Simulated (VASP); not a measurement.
# MgB2 (P6/mmm) in VASP: a series of runs, part 2 of 2

VASP 6.6.1. Earlier steps stand in the parts before.

### Step 3. Single point, r2SCAN

This run uses another cell than the first one, of 9.55 Å³/atom, 1.031 times its volume.

File POSCAR:

```
MgB2
1.0
    3.0657312950      0.0000000000      0.0000000000
   -1.5328656475      2.6550011827      0.0000000000
    0.0000000000      0.0000000000      3.5205112953
Mg B
1 2
Direct
    0.0000000000      0.0000000000      0.0000000000
    0.3333333333      0.6666666667      0.5000000000
    0.6666666667      0.3333333333      0.5000000000
```

File INCAR.step1:

```
  PREC = Accurate
  ENCUT = 520
  ISMEAR = 0
  SIGMA = 0.1
  LREAL = False
  LASPH = True
  NELM = 80
  NBANDS = 11
  GGA = PE
  ALGO = Normal
  EDIFF = 1E-4
  LWAVE = True
  LCHARG = False
```

File INCAR.step2:

```
  PREC = Accurate
  ENCUT = 520
  EDIFF = 1E-7
  ISMEAR = 0
  SIGMA = 0.1
  LREAL = False
  LASPH = True
  NELM = 80
  ALGO = Normal
  ISIF = 2
  LWAVE = False
  LCHARG = False
  METAGGA = R2SCAN
  LMIXTAU = True
  NBANDS = 11
  ISTART = 1
```

File KPOINTS:

```
Automatic mesh
0
Gamma
  15 15 12
```

Potentials or basis: VASP PAW PBE potentials, release 64 (Mg, B).

Launch:

```console
$ cat potpaw_PBE.64/Mg/POTCAR potpaw_PBE.64/B/POTCAR > POTCAR
$ cp INCAR.step1 INCAR
$ mpirun -np 1 vasp_std > vasp.out
$ cp INCAR.step2 INCAR
$ mpirun -np 1 vasp_std > vasp.out
```

Run time: 1.7 min. Hardware: 1 thread of Intel Xeon Platinum 8488C (Sapphire Rapids), shared host; peak memory 0.2 GiB.

Results (log left out):

* Free energy: -19.4062 eV
* Pressure: -0.4 GPa
* Band gap on the k mesh: zero (band 4 reaches 7.25 eV, above the bottom of band 5 at 3.27 eV)

Stress tensor (GPa, compression positive):
```
-0.28  0.00  0.00
 0.00 -0.28  0.00
 0.00  0.00 -0.68
```

Levels at points of the mesh, in eV from the Fermi level:
| k point | band 1 | band 2 | band 3 | band 4 | band 5 | band 6 | band 7 | band 8 | band 9 |
| --- | --- | --- | --- | --- | --- | --- | --- | --- | --- |
| (0.00, 0.00, 0.00) | -13.30 | -3.22 | 0.42 | 0.42 | 1.92 | 6.73 | 6.73 | 8.72 | 10.95 |
| (0.00, 0.00, 0.50) | -12.03 | -7.82 | 0.82 | 0.82 | 7.04 | 7.04 | 8.73 | 10.64 | 10.90 |

Caveat: the PAW data sets were made with another functional, which shifts forces and pressure a little.

### Step 4. Single point, r2SCAN

This run uses another cell than the first one, of 9.55 Å³/atom, 1.031 times its volume.

POSCAR is that of step 3.

File INCAR.step1:

```
SYSTEM = MgB2
PREC = Accurate ; ENCUT = 520
ISMEAR = 0 ; SIGMA = 0.1
LREAL = .FALSE. ; LASPH = .TRUE.
NELM = 60 ; NBANDS = 11
GGA = PE ; ALGO = Normal
EDIFF = 1E-4 ; LWAVE = .TRUE.
LCHARG = .FALSE.
```

File INCAR.step2:

```
SYSTEM = MgB2
PREC = Accurate ; ENCUT = 520
EDIFF = 1E-6 ; ISMEAR = 0
SIGMA = 0.1 ; LREAL = .FALSE.
LASPH = .TRUE. ; NELM = 60
ALGO = Normal ; ISIF = 2
LWAVE = .FALSE. ; LCHARG = .FALSE.
METAGGA = R2SCAN ; LMIXTAU = .TRUE.
NBANDS = 11 ; ISTART = 1
```

File KPOINTS:

```
Automatic mesh
0
G
  15 15 12
  0 0 0
```

Launch:

```console
$ cat potpaw_PBE.64/Mg/POTCAR potpaw_PBE.64/B/POTCAR > POTCAR
$ cp INCAR.step1 INCAR
$ mpirun -np 1 vasp_std > vasp.out
$ cp INCAR.step2 INCAR
$ mpirun -np 1 vasp_std > vasp.out
```

It took 87 s on 1 thread of Intel Xeon Platinum 8488C (Sapphire Rapids), shared host; peak memory 0.2 GiB.

The run converged. Its results:

- Free energy: -19.4062 eV
- Pressure: -0.4 GPa
- Band gap on the k mesh: zero (band 4 reaches 7.25 eV, above the bottom of band 5 at 3.27 eV)

Stress tensor (GPa, compression positive):
```
-0.28  0.00  0.00
 0.00 -0.28  0.00
 0.00  0.00 -0.68
```

Levels at points of the mesh, in eV from the Fermi level:
```
           k point  band 1  band 2  band 3  band 4  band 5  band 6  band 7  band 8  band 9
(0.00, 0.00, 0.00)  -13.30   -3.22    0.42    0.42    1.92    6.73    6.73    8.72   10.95
(0.00, 0.00, 0.50)  -12.03   -7.82    0.82    0.82    7.04    7.04    8.73   10.64   10.90
```

Caveat: the PAW data sets were made with another functional, which shifts forces and pressure a little.

### Step 5. Single point, r2SCAN (volume scaled by 1.03, then relaxed in part)

File POSCAR:

```
MgB2
1.0
    3.0898339017      0.0000000000      0.0000000000
   -1.5449169508      2.6758746523      0.0000000000
    0.0000000000      0.0000000000      3.5697752422
Mg B
1 2
Direct
    0.0000000000      0.0000000000      0.0000000000
    0.3333333333      0.6666666667      0.5000000000
    0.6666666667      0.3333333333      0.5000000000
```

File INCAR.step1:

```
SYSTEM = MgB2
ALGO     = Normal         ! electronic algorithm
EDIFF    = 1E-4           ! SCF threshold, eV
ENCUT    = 520            ! plane-wave cutoff, eV
GGA      = PE             ! functional
ISMEAR   = 0              ! smearing method
LASPH    = .TRUE.         ! aspherical terms in the spheres
LCHARG   = .FALSE.        ! write CHGCAR
LREAL    = .FALSE.        ! projectors in reciprocal space
LWAVE    = .TRUE.         ! write WAVECAR
NBANDS   = 11             ! bands
NELM     = 80             ! most SCF steps
PREC     = Accurate       ! precision mode
SIGMA    = 0.1            ! smearing width, eV
```

File INCAR.step2:

```
SYSTEM = MgB2
ALGO     = Normal         ! electronic algorithm
EDIFF    = 1E-6           ! SCF threshold, eV
ENCUT    = 520            ! plane-wave cutoff, eV
ISIF     = 2              ! what is computed and relaxed
ISMEAR   = 0              ! smearing method
ISTART   = 1            
LASPH    = .TRUE.         ! aspherical terms in the spheres
LCHARG   = .FALSE.        ! write CHGCAR
LMIXTAU  = .TRUE.       
LREAL    = .FALSE.        ! projectors in reciprocal space
LWAVE    = .FALSE.        ! write WAVECAR
METAGGA  = R2SCAN         ! meta-GGA
NBANDS   = 11             ! bands
NELM     = 80             ! most SCF steps
PREC     = Accurate       ! precision mode
SIGMA    = 0.1            ! smearing width, eV
```

File KPOINTS:

```
k-points
0
G
  15 15 12
  0 0 0
```

Launch:

```console
$ cat potpaw_PBE.64/Mg/POTCAR potpaw_PBE.64/B/POTCAR > POTCAR
$ cp INCAR.step1 INCAR
$ mpirun -np 1 vasp_std > vasp.out
$ cp INCAR.step2 INCAR
$ mpirun -np 1 vasp_std > vasp.out
```

Run time: 1.8 min. Hardware: 1 thread of Intel Xeon Platinum 8488C (Sapphire Rapids), shared host; peak memory 0.2 GiB.

The run converged. Its results:

| Quantity | Value |
| --- | --- |
| Free energy | -19.3926 eV |
| Pressure | -4.6 GPa |
| Band gap on the k mesh | zero (band 4 reaches 6.99 eV, above the bottom of band 5 at 3.13 eV) |

Stress tensor (GPa, compression positive):
```
-4.41  0.00  0.00
 0.00 -4.41  0.00
 0.00  0.00 -4.88
```

Levels at points of the mesh, in eV from the Fermi level:
```csv
k point,band 1,band 2,band 3,band 4,band 5,band 6,band 7,band 8,band 9
"(0.00, 0.00, 0.00)",-13.13,-3.22,0.43,0.43,1.73,6.66,6.66,8.48,10.72
"(0.00, 0.00, 0.50)",-11.91,-7.69,0.80,0.80,6.97,6.97,8.61,10.27,10.48
```

Caveat: the cell differs from its parent crystal (volume scaled by 1.03, then relaxed in part); the PAW data sets were made with another functional, which shifts forces and pressure a little.

### Step 6. Single point, r2SCAN (volume scaled by 1.06, then relaxed in part)

File POSCAR:

```
MgB2
1.0
    3.1144713103      0.0000000000      0.0000000000
   -1.5572356552      2.6972112741      0.0000000000
    0.0000000000      0.0000000000      3.6158558826
Mg B
1 2
Direct
    0.0000000000      0.0000000000      0.0000000000
    0.3333333333      0.6666666667      0.5000000000
    0.6666666667      0.3333333333      0.5000000000
```

File INCAR.step1:

```
PREC     = Accurate       # precision mode
ENCUT    = 520            # plane-wave cutoff, eV
ISMEAR   = 0              # smearing method
SIGMA    = 0.1            # smearing width, eV
LREAL    = False          # projectors in reciprocal space
LASPH    = True           # aspherical terms in the spheres
NELM     = 60             # most SCF steps
NBANDS   = 11             # bands
GGA      = PE             # functional
ALGO     = Normal         # electronic algorithm
EDIFF    = 1E-4           # SCF threshold, eV
LWAVE    = True           # write WAVECAR
LCHARG   = False          # write CHGCAR
```

File INCAR.step2:

```
PREC     = Accurate       # precision mode
ENCUT    = 520            # plane-wave cutoff, eV
EDIFF    = 1E-6           # SCF threshold, eV
ISMEAR   = 0              # smearing method
SIGMA    = 0.1            # smearing width, eV
LREAL    = False          # projectors in reciprocal space
LASPH    = True           # aspherical terms in the spheres
NELM     = 60             # most SCF steps
ALGO     = Normal         # electronic algorithm
ISIF     = 2              # what is computed and relaxed
LWAVE    = False          # write WAVECAR
LCHARG   = True           # write CHGCAR
METAGGA  = R2SCAN         # meta-GGA
LMIXTAU  = True         
LELF     = True           # ELF
LVHAR    = True         
NBANDS   = 11             # bands
ISTART   = 1
```

File KPOINTS:

```
regular mesh
0
Gamma
  15 15 12
```

Potentials or basis: VASP PAW PBE potentials, release 64 (Mg, B).

Launch:

```console
$ cat potpaw_PBE.64/Mg/POTCAR potpaw_PBE.64/B/POTCAR > POTCAR
$ cp INCAR.step1 INCAR
$ mpirun -np 1 vasp_std > vasp.out
$ cp INCAR.step2 INCAR
$ mpirun -np 1 vasp_std > vasp.out
```

Run time: 91 s. Hardware: 1 thread of Intel Xeon Platinum 8488C (Sapphire Rapids), shared host; peak memory 0.2 GiB.

Results (log left out):

```
Free energy            : -19.3581 eV
Pressure               : -8.2 GPa
Band gap on the k mesh : zero (band 4 reaches 6.75 eV, above the bottom of band 5 at 2.99 eV)
```

Stress tensor (GPa, compression positive):
```
-8.11  0.00  0.00
 0.00 -8.11  0.00
 0.00  0.00 -8.39
```

Levels at points of the mesh, in eV from the Fermi level:
| k point | band 2 | band 3 | band 4 | band 5 | band 6 | band 7 |
| --- | --- | --- | --- | --- | --- | --- |
| (0.00, 0.00, 0.00) | -3.21 | 0.43 | 0.43 | 1.57 | 6.59 | 6.59 |
| (0.00, 0.00, 0.50) | -7.57 | 0.78 | 0.78 | 6.90 | 6.90 | 8.49 |

Caveat: the cell differs from its parent crystal (volume scaled by 1.06, then relaxed in part); the PAW data sets were made with another functional, which shifts forces and pressure a little.

### Step 7. Overview

| cell | gap on the mesh (eV) | pressure (GPa) |
| --- | --- | --- |
| a = 3.041, b = 3.041, c = 3.471 Å, angles 90.0, 90.0, 120.0°, 3 atoms | none | 4.4 |
| a = 3.066, b = 3.066, c = 3.521 Å, angles 90.0, 90.0, 120.0°, 3 atoms | none | -0.4 |
| a = 3.090, b = 3.090, c = 3.570 Å, angles 90.0, 90.0, 120.0°, 3 atoms | none | -4.6 |
| a = 3.114, b = 3.114, c = 3.616 Å, angles 90.0, 90.0, 120.0°, 3 atoms | none | -8.2 |

Alike in all rows: task single point; level r2SCAN; potentials or basis VASP PAW PBE potentials, release 64 (Mg, B); no spin polarisation; k mesh 15 × 15 × 12; cutoff (eV) 520; smearing gaussian 0.1 eV.

Caveats: the PAW data sets were made with another functional, which shifts forces and pressure a little.

Absolute energies hang on the potentials; compare differences alone.
